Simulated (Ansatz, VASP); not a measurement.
**One calculation of MgS, two programs**

The input INCAR:

```
PREC     = Accurate       # precision mode
ENCUT    = 520            # plane-wave cutoff, eV
EDIFF    = 1E-7           # SCF threshold, eV
ISMEAR   = 0              # smearing method
SIGMA    = 0.02           # smearing width, eV
LREAL    = False          # projectors in reciprocal space
LASPH    = True           # aspherical terms in the spheres
NELM     = 100            # most SCF steps
ALGO     = Normal         # electronic algorithm
ISIF     = 2              # what is computed and relaxed
LWAVE    = False          # write WAVECAR
LCHARG   = False          # write CHGCAR
GGA      = PE             # functional
NBANDS   = 16             # bands
```

File KPOINTS:

```
Automatic mesh
0
Gamma
  8 6 8
```

POSCAR

```
MgS
1.0
    3.8518321234      0.0000000000      0.0000000000
    0.0000000000      5.1544036286      0.0000000000
    0.0000000000      0.0000000000      4.0968186339
Mg S
2 2
Direct
    0.5000000000      0.5000000000      0.1622021510
    0.0000000000      0.0000000000      0.8377978490
    0.5000000000      0.0000000000      0.2963185513
    0.0000000000      0.5000000000      0.7036814487
```

Input for Ansatz:

```yaml
crystal:
  lattice:
    - [3.8518321234, 0.0, 0.0]
    - [0.0, 5.1544036286, 0.0]
    - [0.0, 0.0, 4.0968186339]
  atoms:
    - { symbol: Mg, position: [0.5, 0.5, 0.162202151] }
    - { symbol: Mg, position: [0.0, 0.0, 0.837797849] }
    - { symbol: S, position: [0.5, 0.0, 0.2963185513] }
    - { symbol: S, position: [0.0, 0.5, 0.7036814487] }
basis:
  ecutwfc: 420
kpoints:
  mp_grid: { grid: [8, 6, 8] }
hamiltonian:
  xc: pbe
scf:
  occupations: { method: gaussian, width: 0.02 }
output:
  forces: true
  stress: true
  eigenvalues: true
```

Alike in both runs: task single point; functional PBE; k mesh 8 × 6 × 8; occupations gaussian, width 0.02 eV; no spin polarisation.

```csv
,VASP,Ansatz
version,VASP 6.6.1,Ansatz 0.2.0
potentials or method,"VASP PAW PBE potentials, release 64 (Mg, S), cutoff 520 eV","scalar-relativistic, plane waves, PAW"
valence electrons in the cell,16,32
```

```csv
,VASP,Ansatz,Ansatz less VASP
gap on the k mesh at the Fermi level (eV),2.14,2.16,+0.018
least direct gap on the mesh (eV),2.14,2.16,+0.018
pressure (GPa),-6.8,-6.5,+0.23
"traceless stress, the component that is largest in VASP (GPa)",-3.91,-3.95,-0.035
rms of the force components (eV/Å),0.299,0.298,-0.0007
```

Atom by atom the forces differ by 0.003 eV/Å (rms over components). VASP's potentials hold 16 valence electrons a cell and Ansatz's 32, so a difference there can come from the potentials and not from the codes.
